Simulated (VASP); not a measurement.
# KI (Cmcm) in VASP: a series of runs

The runs below take KI through relaxation of cell and atoms, with PBEsol, LDA.

Program: VASP 6.6.1. These are calculated values, not measurements. Logs are shortened: lines on timing, memory, paths and dates and some standing lists are left out, and cuts for length are marked.

### Step 1. The cell of the first run

The typed cell holds 4 atoms: a = 4.970 Å, b = 4.970 Å, c = 8.679 Å, α = 90.00°, β = 90.00°, γ = 119.98°.

### Step 2. Relaxation of cell and atoms, PBEsol

INCAR

```
SYSTEM = KI
ALGO = Normal
EDIFF = 1E-7
EDIFFG = -0.005
ENCUT = 600
GGA = PS
IBRION = 2
ISIF = 3
ISMEAR = -1
LASPH = .TRUE.
LCHARG = .FALSE.
LREAL = .FALSE.
LWAVE = .FALSE.
NELM = 60
NSW = 80
PREC = Accurate
SIGMA = 0.02
```

KPOINTS

```
k-points
0
G
  6 6 4
  0 0 0
```

POSCAR

```
KI
1.0
    2.4856454674     -4.3033638506      0.0000000000
    2.4856454674      4.3033638506      0.0000000000
    0.0000000000      0.0000000000      8.6793140109
K I
2 2
Direct
    0.5000000000      0.5000000000      0.5000000000
    0.5000000000      0.5000000000      0.0000000000
    0.8332197467      0.1667802533      0.2500000000
    0.1667802533      0.8332197467      0.7500000000
```

Potentials or basis: VASP PAW PBE potentials, release 64 (K_sv, I).

Command:

```sh
$ cat potpaw_PBE.64/K_sv/POTCAR potpaw_PBE.64/I/POTCAR > POTCAR
$ mpirun -np 1 vasp_std > vasp.out
```

OUTCAR:

```text
SYSTEM = KI
   EDIFF = 1E-7
   EDIFFG = -0.005
   ENCUT = 600
   GGA = PS
   IBRION = 2
   ISIF = 3
   ISMEAR = -1
   LASPH = .TRUE.
   LREAL = .FALSE.
   NELM = 60
   NSW = 80
   PREC = Accurate

 ion  position               nearest neighbor table
   1  0.500  0.500  0.500-   3 3.60   4 3.60   4 3.60   3 3.60   4 3.60   3 3.60
   2  0.500  0.500  0.000-   3 3.60   4 3.60   4 3.60   3 3.60   4 3.60   3 3.60
   3  0.833  0.167  0.250-   1 3.60   2 3.60   1 3.60   2 3.60   1 3.60   2 3.60
   4  0.167  0.833  0.750-   1 3.60   2 3.60   1 3.60   2 3.60   1 3.60   2 3.60

  LATTYP: Found a base centered orthorhombic cell.
 ALAT       =     4.9712909348
 B/A-ratio  =     1.7312862623
 C/A-ratio  =     1.7458873610

  Lattice vectors:

 A1 = (   2.4856454674,  -4.3033638506,   0.0000000000)
 A2 = (   2.4856454674,   4.3033638506,   0.0000000000)
 A3 = (   0.0000000000,   0.0000000000,   8.6793140109)

Analysis of symmetry for initial positions (statically):
=====================================================================
 Subroutine PRICEL returns:
 Original cell was already a primitive cell.

 Routine SETGRP: Setting up the symmetry group for a
 base centered orthorhombic supercell.

 Subroutine GETGRP returns: Found  8 space group operations
 (whereof  4 operations were pure point group operations)
 out of a pool of  8 trial point group operations.

The static configuration has the point symmetry C_2h.
 The point group associated with its full space group is D_2h.

Analysis of symmetry for dynamics (positions and initial velocities):
=====================================================================
 Subroutine PRICEL returns:
 Original cell was already a primitive cell.

 Routine SETGRP: Setting up the symmetry group for a
 base centered orthorhombic supercell.

 Subroutine GETGRP returns: Found  8 space group operations
 (whereof  4 operations were pure point group operations)
 out of a pool of  8 trial point group operations.

The dynamic configuration has the point symmetry C_2h.
 The point group associated with its full space group is D_2h.

 Subroutine INISYM returns: Found  8 space group operations
 (whereof  4 operations are pure point group operations),
 and found     1 'primitive' translations

----------------------------------------------------------------------------------------

                                     Primitive cell

  volume of cell :     185.6789

  direct lattice vectors                    reciprocal lattice vectors
     2.485645467 -4.303363851  0.000000000     0.201154994 -0.116188177  0.000000000
     2.485645467  4.303363851  0.000000000     0.201154994  0.116188177  0.000000000
     0.000000000  0.000000000  8.679314011     0.000000000  0.000000000  0.115216479

  length of vectors
     4.969645241  4.969645241  8.679314011     0.232299428  0.232299428  0.115216479

  position of ions in fractional coordinates (direct lattice)
     0.500000000  0.500000000  0.500000000
     0.500000000  0.500000000  0.000000000
     0.833219747  0.166780253  0.250000000
     0.166780253  0.833219747  0.750000000

  ion indices of the primitive-cell ions
   primitive index   ion index
                 1           1
                 2           2
                 3           3
                 4           4

----------------------------------------------------------------------------------------

 KPOINTS: k-points

Automatic generation of k-mesh.
 Grid dimensions read from file:
 generate k-points for:    6    6    4

 Generating k-lattice:

  Cartesian coordinates                     Fractional coordinates (reciprocal lattice)
     0.033525832 -0.019364696  0.000000000     0.166666667  0.000000000  0.000000000
     0.033525832  0.019364696  0.000000000     0.000000000  0.166666667  0.000000000
     0.000000000  0.000000000  0.028804120     0.000000000  0.000000000  0.250000000

  Length of vectors
     0.038716571  0.038716571  0.028804120

  Shift w.r.t. Gamma in fractional coordinates (k-lattice)
     0.000000000  0.000000000  0.000000000

 Subroutine IBZKPT returns following result:
 ===========================================

 Found     39 irreducible k-points:

 Following reciprocal coordinates:
            Coordinates               Weight
  0.000000  0.000000  0.000000      1.000000
  0.166667  0.000000  0.000000      4.000000
  0.333333 -0.000000  0.000000      4.000000
  0.500000  0.000000  0.000000      2.000000
  0.166667  0.166667  0.000000      2.000000
  0.333333  0.166667  0.000000      4.000000
[... 16 lines left out ...]
  0.333333  0.333333  0.250000      4.000000
  0.500000  0.333333  0.250000      8.000000
 [... further k-points ...]
   k-points           NKPTS =     39   k-points in BZ     NKDIM =     39   number of bands    NBANDS=     20
   number of dos      NEDOS =    301   number of ions     NIONS =      4
   total plane-waves  NPLWV = 112000
   dimension x,y,z NGX =    40 NGY =   40 NGZ =   70
   dimension x,y,z NGXF=    80 NGYF=   80 NGZF=  140
   ions per type =               2   2
   NGX,Y,Z   is equivalent  to a cutoff of  13.38, 13.38, 13.41 a.u.
   NGXF,Y,Z  is equivalent  to a cutoff of  26.76, 26.76, 26.82 a.u.
 SYSTEM =  KI
   PREC   = accura    normal or accurate (medium, high low for compatibility)
   ISTART =      0    job   : 0-new  1-cont  2-samecut
   ICHARG =      2    charge: 1-file 2-atom 10-const
   ISPIN  =      1    spin polarized calculation?
   LNONCOLLINEAR =      F non collinear calculations
   LSORBIT =      F    spin-orbit coupling
   LASPH  =      T    aspherical Exc in radial PAW
   ENCUT  =  600.0 eV  44.10 Ry    6.64 a.u.   9.93  9.93 17.33*2*pi/ulx,y,z
   NELM   =     60;   NELMIN=  2; NELMDL= -5     # of ELM steps
   EDIFF  = 0.1E-06   stopping-criterion for ELM
   LREAL  =      F    real-space projection
   EDIFFG = -.5E-02   stopping-criterion for IOM
   NSW    =     80    number of steps for IOM
   IBRION =      2    ionic relax: 0-MD 1-quasi-New 2-CG
   NFREE  =      1    steps in history (QN), initial steepest desc. (CG)
   ISIF   =      3    stress and relaxation
   ISYM   =      2    0-nonsym 1-usesym 2-fastsym
   POTIM  = 0.5000    time-step for ionic-motion
   TEBEG  =    0.0;   TEEND  =   0.0 temperature during run
   PSTRESS=    0.0 pullay stress
   NELECT =      32.0000    total number of electrons
   NUPDOWN=      -1.0000    fix difference up-down
   EMIN   =  10.00;   EMAX   =-10.00  energy-range for DOS
   EFERMI =   0.00;   METHOD = LEGACY
   ISMEAR =    -1;   SIGMA  =   0.02  broadening in eV -4-tet -1-fermi 0-gaus
   EFERMI_NEDOS =   21; number of points for ismear=-14 and -15
   IALGO  =     38    algorithm
   IMIX   =      4    mixing-type and parameters
     AMIX     =   0.40;   BMIX     =  1.00
     AMIX_MAG =   1.60;   BMIX_MAG =  1.00
  volume/ion in A,a.u.               =      46.42       313.26
  Fermi-wavevector in a.u.,A,eV,Ry     =   0.911040  1.721615 11.292743  0.829993
  Thomas-Fermi vector in A             =   2.035272
   LORBIT       =      0    0 simple, 1 ext, 2 COOP (PROOUT), +10 PAW based schemes
   GGA     = PS    functional components
   LHFCALC =     F    Hartree Fock is set to
   AEXX    =    0.0000 exact exchange contribution
   IVDW    =     0    specifies the selected vdW correction
   LEPSILON=     F    determine dielectric tensor
   LRPA    =     F    only Hartree local field effects (RPA)
 conjugate gradient relaxation of ions
 non-spin polarized calculation
  energy-cutoff  :      600.00
  volume of cell :      185.68
 maximum number of plane-waves:      6220
   NGX = 19   NGY = 19   NGZ = 35

--------------------------------------- Ionic step        1  -------------------------------------------

 number of electron      31.9999999 magnetization

 Free energy of the ion-electron system (eV)
  ---------------------------------------------------
  ext. energy  EPLUGINS =         0.00000000
  ---------------------------------------------------
  free energy    TOTEN  =       -11.52726156 eV

  energy without entropy =      -11.52726156  energy(sigma->0) =      -11.52726156

------------------------ aborting loop because EDIFF is reached ----------------------------------------

  FORCE on cell =-STRESS in cart. coord.  units (eV):
  Direction    XX          YY          ZZ          XY          YZ          ZX
  --------------------------------------------------------------------------------------
  -------------------------------------------------------------------------------------
  Total       -0.8298115     -0.8221490     -0.8313006      0.0000000      0.0000000      0.0000000
  in kB       -7.1602366     -7.0941193     -7.1730861      0.0000000      0.0000000      0.0000000
  external PRESSURE =      -7.1424806 kB  Pullay stress =       0.0000000 kB
[... 23 lines left out ...]
  energy  without entropy=      -11.5272615645  energy(sigma->0) =      -11.52726156

--------------------------------------- Ionic step        2  -------------------------------------------

 number of electron      31.9999998 magnetization

 E-fermi :  -0.0292     XC(G=0):  -7.2486

 val. band max:       -0.5455109470   @ k =   0.0000   0.0000   0.0000
 cond. band min:       3.1564791007   @ k =   0.0000   0.0000   0.0000
 fundamental gap:      3.7019900477
 Fermi energy:        -0.0291523075

 k-point     1 :       0.0000    0.0000    0.0000
  band No.  band energies     occupation
      1     -29.0335      2.00000
      2     -29.0285      2.00000
      3     -12.7614      2.00000
      4     -12.5843      2.00000
      5     -12.5843      2.00000
      6     -12.5714      2.00000
[... 12 lines left out ...]
     19       5.0684      0.00000
[... 755 lines left out ...]
  energy  without entropy=      -11.5573350607  energy(sigma->0) =      -11.55733506

--------------------------------------- Ionic step        8  -------------------------------------------

 number of electron      32.0000000 magnetization

 Free energy of the ion-electron system (eV)
  ---------------------------------------------------
  ext. energy  EPLUGINS =         0.00000000
  ---------------------------------------------------
  free energy    TOTEN  =       -11.55734317 eV

  energy without entropy =      -11.55734317  energy(sigma->0) =      -11.55734317

 E-fermi :   0.1177     XC(G=0):  -7.4078

 val. band max:       -0.3320328288   @ k =   0.0000   0.0000   0.0000
 cond. band min:       3.4361676605   @ k =   0.0000   0.0000   0.0000
 fundamental gap:      3.7682004893
 Fermi energy:         0.1177245340

 k-point     1 :       0.0000    0.0000    0.0000
  band No.  band energies     occupation
      1     -28.7657      2.00000
      2     -28.7600      2.00000
      3     -12.5382      2.00000
      4     -12.3221      2.00000
      5     -12.3221      2.00000
      6     -12.3075      2.00000
[... 12 lines left out ...]
     19       5.2221      0.00000
[... 561 lines left out ...]
  FREE ENERGIE OF THE ION-ELECTRON SYSTEM (eV)
  ---------------------------------------------------
  free  energy   TOTEN  =       -11.5573431690 eV

  energy  without entropy=      -11.5573431690  energy(sigma->0) =      -11.55734317

 reached required accuracy - stopping structural energy minimisation
```

It took 9.2 min on 1 thread of AMD EPYC 9R45 (Zen 5), shared host; peak memory 0.42 GiB.

What came out:

| Property | Result |
| --- | --- |
| Free energy | -11.5573 eV |
| Relaxed volume | 43.32 Å³/atom |
| Relaxed cell | a = 4.846 Å, b = 4.846 Å, c = 8.521 Å, α = 90.00°, β = 90.00°, γ = 120.01° |
| Space group after relaxing (to 0.1 Å) | P6_3/mmc (No. 194) |
| Energy gained by relaxing | 7.5 meV/atom |
| Ionic steps | 8 |
| Pressure after relaxing | 0.0 GPa |
| Band gap on the k mesh | 3.77 eV |

Step by step:
```csv
step,energy change (eV),largest force (eV/Å),pressure (GPa),volume (Å³)
1,0.0000,0.0011,-0.71,185.68
2,-0.0199,0.0012,-0.44,180.17
3,-0.0298,0.0012,-0.04,173.83
4,-0.0299,0.0012,0.00,173.14
5,-0.0298,0.0012,-0.01,173.39
6,-0.0299,0.0010,-0.01,173.36
7,-0.0301,0.0004,-0.01,173.29
8,-0.0301,0.0002,-0.01,173.27
```

Final structure:
```xyz
4
Lattice="2.4224 -4.1970 0.0000 2.4224 4.1970 0.0000 0.0000 0.0000 8.5213" Properties=species:S:1:pos:R:3 pbc="T T T"
K     2.4224    0.0000    4.2607
K     2.4224    0.0000    0.0000
I     2.4224   -2.7975    2.1303
I     2.4224    2.7975    6.3910
```

Caveat: the PAW data sets were made with another functional, which shifts forces and pressure a little; spin-orbit coupling is left out, which moves the levels of the heavy elements.

### Step 3. Relaxation of cell and atoms, LDA

INCAR

```
SYSTEM = KI
PREC = Accurate ; ENCUT = 600
EDIFF = 1E-6 ; ISMEAR = -1
SIGMA = 0.02 ; LREAL = .False.
LASPH = .True. ; NELM = 60
ALGO = Normal ; ISIF = 3
LWAVE = .False. ; LCHARG = .False.
GGA = CA ; IBRION = 2
NSW = 80 ; EDIFFG = -0.005
```

KPOINTS

```
Automatic mesh
0
Gamma
  6 6 4
  0 0 0
```

POSCAR is that of step 2.

Potentials or basis: VASP PAW LDA potentials, release 64 (K_sv, I).

Command:

```sh
$ cat potpaw_LDA.64/K_sv/POTCAR potpaw_LDA.64/I/POTCAR > POTCAR
$ mpirun -np 1 vasp_std > vasp.out
```

Run time: 10 min. Hardware: 1 thread of AMD EPYC 9R45 (Zen 5), shared host; peak memory 0.35 GiB.

It converged, with:

```
Free energy                           : -12.2560 eV
Relaxed volume                        : 39.90 Å³/atom
Relaxed cell                          : a = 4.711 Å, b = 4.711 Å, c = 8.305 Å, α = 90.00°, β = 90.00°, γ = 120.02°
Space group after relaxing (to 0.1 Å) : P6_3/mmc (No. 194)
Energy gained by relaxing             : 38.9 meV/atom
Ionic steps                           : 12
Pressure after relaxing               : 0.0 GPa
Band gap on the k mesh                : 3.76 eV
```

The path:
```csv
step,energy change (eV),largest force (eV/Å),pressure (GPa),volume (Å³)
1,0.0000,0.0009,-1.66,185.68
2,-0.1081,0.0013,-1.05,173.08
3,-0.1543,0.0017,-0.16,161.46
4,-0.1551,0.0017,0.02,159.54
5,-0.1551,0.0017,-0.02,160.03
6,-0.1553,0.0013,-0.03,160.00
7,-0.1557,0.0001,-0.02,159.89
8,-0.1558,0.0005,-0.02,159.83
9,-0.1558,0.0005,-0.02,159.84
10,-0.1558,0.0002,-0.03,159.86
11,-0.1558,0.0004,-0.02,159.85
12,-0.1558,0.0001,0.00,159.60
```

Final structure:
```xyz
4
Lattice="2.3549 -4.0802 0.0000 2.3549 4.0802 0.0000 0.0000 0.0000 8.3050" Properties=species:S:1:pos:R:3 pbc="T T T"
K     2.3549    0.0000    4.1525
K     2.3549    0.0000    0.0000
I     2.3549   -2.7198    2.0763
I     2.3549    2.7198    6.2288
```

Levels at points of the mesh, in eV from the valence-band top:
```
           k point  band 12  band 13  band 14  band 15  band 16  band 17  band 18  band 19  band 20
(0.00, 0.00, 0.00)    -0.37    -0.37    -0.24     0.00     0.00     3.76     5.30     5.39     6.45
(0.50, 0.00, 0.00)    -1.15    -0.81    -0.79    -0.49    -0.42     4.68     5.55     5.71     7.12
(0.50, 0.50, 0.00)    -1.15    -0.81    -0.79    -0.49    -0.42     4.68     5.55     5.71     7.12
(0.00, 0.00, 0.50)    -1.12    -0.20    -0.20    -0.20    -0.20     4.95     4.95     6.15     6.15
(0.50, 0.00, 0.50)    -1.51    -0.66    -0.66    -0.46    -0.46     5.30     5.30     5.50     5.50
(0.50, 0.50, 0.50)    -1.51    -0.66    -0.66    -0.45    -0.45     5.30     5.30     5.51     5.51
```

Caveat: spin-orbit coupling is left out, which moves the levels of the heavy elements.
